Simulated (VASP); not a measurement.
Runs of VASP 6.6.1 on Al. The structure is that of space group Fm-3m (No. 225), or close to it. The cells are those of the table. 

```csv
task,cell,gap on the mesh (eV),pressure (GPa)
single point,"a = 2.918 Å, angles 60.0°, 1 atom",none,-7.0
electric field gradients,"a = 2.824 Å, angles 60.0°, 1 atom",none,-0.6
single point,"a = 2.843 Å, angles 60.0°, 1 atom",none,-2.2
single point,"a = 2.853 Å, angles 60.0°, 1 atom",none,(b)
electric field gradients,"a = 2.804 Å, angles 60.0°, 1 atom",none,1.2
single point,"a = 2.900 Å, angles 60.0°, 1 atom",none,(a)
single point,"a = 2.804 Å, angles 60.0°, 1 atom",none,1.2
electric field gradients,"a = 2.843 Å, angles 60.0°, 1 atom",none,-2.2
single point,"a = 2.881 Å, angles 60.0°, 1 atom",none,-4.9
single point,"a = 2.872 Å, angles 60.0°, 1 atom",none,-4.2
```

Alike in all rows: level LDA; potentials or basis VASP PAW LDA potentials, release 64 (Al); no spin polarisation; k mesh 17 × 17 × 17; cutoff (eV) 520; smearing fermi-dirac 0.03 eV.

Question: Estimate the missing entries.

Answer: (a) -6.0; (b) -2.9.

Caveats: the cell stands under tension (at least some runs).

A gap of «none» marks levels without a gap at the run's occupations.
